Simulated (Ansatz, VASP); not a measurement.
## One calculation of Ga4SbN3, two programs

The input POSCAR:

```
Ga4SbN3
1.0
    3.1668638260      0.0000000000      0.0000000000
   -1.5834319130      2.7425845237      0.0000000000
    0.0000000000      0.0000000000     14.3996064475
N Sb Ga
3 1 4
Direct
    0.6666666667      0.3333333333     -0.0675760767
    0.6666666667      0.3333333333      0.5721840053
    0.3333333333      0.6666666667      0.7521741530
    0.3333333333      0.6666666667      0.1671225021
    0.6666666667      0.3333333333      0.7968431181
    0.6666666667      0.3333333333      0.4337967487
    0.3333333333      0.6666666667      0.6164761376
    0.3333333333      0.6666666667     -0.0210205881
```

File INCAR.step1:

```
PREC = Accurate
ENCUT = 520
ISMEAR = -1
SIGMA = 0.02
LREAL = False
LASPH = True
NELM = 100
NBANDS = 46
GGA = PE
ALGO = Normal
EDIFF = 1E-4
LWAVE = True
LCHARG = False
```

The input INCAR.step2:

```
PREC = Accurate
ENCUT = 520
EDIFF = 1E-6
ISMEAR = -1
SIGMA = 0.02
LREAL = False
LASPH = True
NELM = 100
ALGO = Normal
ISIF = 2
LWAVE = False
LCHARG = False
METAGGA = R2SCAN
LMIXTAU = True
NBANDS = 46
ISTART = 1
```

Contents of KPOINTS:

```
Automatic mesh
0
Gamma
  12 12 2
```

Input for Ansatz:

```yaml
crystal:
  lattice:
    - [3.166863826, 0.0, 0.0]
    - [-1.583431913, 2.7425845237, 0.0]
    - [0.0, 0.0, 14.3996064475]
  atoms:
    - { symbol: "N", position: [0.6666666667, 0.3333333333, -0.0675760767] }
    - { symbol: "N", position: [0.6666666667, 0.3333333333, 0.5721840053] }
    - { symbol: "N", position: [0.3333333333, 0.6666666667, 0.752174153] }
    - { symbol: Sb, position: [0.3333333333, 0.6666666667, 0.1671225021] }
    - { symbol: Ga, position: [0.6666666667, 0.3333333333, 0.7968431181] }
    - { symbol: Ga, position: [0.6666666667, 0.3333333333, 0.4337967487] }
    - { symbol: Ga, position: [0.3333333333, 0.6666666667, 0.6164761376] }
    - { symbol: Ga, position: [0.3333333333, 0.6666666667, -0.0210205881] }
kpoints:
  mp_grid: { grid: [12, 12, 2] }
  band_path:
    path:
      - [0.0, 0.0, 0.0]
      - [0.5, 0.0, 0.0]
      - [0.3333333333, 0.3333333333, 0.0]
      - [0.0, 0.0, 0.5]
      - [0.5, 0.0, 0.5]
      - [0.3333333333, 0.3333333333, 0.5]
      - [0.1, 0.1, 0.0]
      - [0.25, 0.25, -0.5]
      - [0.1666666667, 0.4166666667, 0.0]
    npoints: 1
hamiltonian:
  xc: r2scan
scf:
  occupations: { method: fermi_dirac, width: 0.02 }
  n_extra_bands: 6
output:
  forces: true
  stress: true
  eigenvalues: true
```

Alike in both runs: task single point; functional r2SCAN; k mesh 12 × 12 × 2; occupations fermi-dirac, width 0.02 eV; no spin polarisation.

|  | VASP | Ansatz |
| --- | --- | --- |
| version | VASP 6.6.1 | Ansatz 0.2.0 |
| potentials or method | VASP PAW PBE potentials, release 64 (N, Sb, Ga_d) | plane waves, PAW |
| plane-wave cutoff (eV) | 520 | 500 |
| valence electrons in the cell | 72 | 82 |

|  | VASP | Ansatz | Ansatz less VASP |
| --- | --- | --- | --- |
| pressure (GPa) | 0.7 | 0.0 | -0.66 |
| rms of the force components (eV/Å) | 0.021 | 0.000 | -0.0208 |

VASP's potentials were made for PBE, not for r2SCAN. Atom by atom the forces differ by 0.021 eV/Å (rms over components). The functional is the same, so the differences come from potentials, cutoffs and numerics. VASP's potentials hold 72 valence electrons a cell and Ansatz's 82, so a difference there can come from the potentials and not from the codes.

Spin-orbit coupling is off throughout.
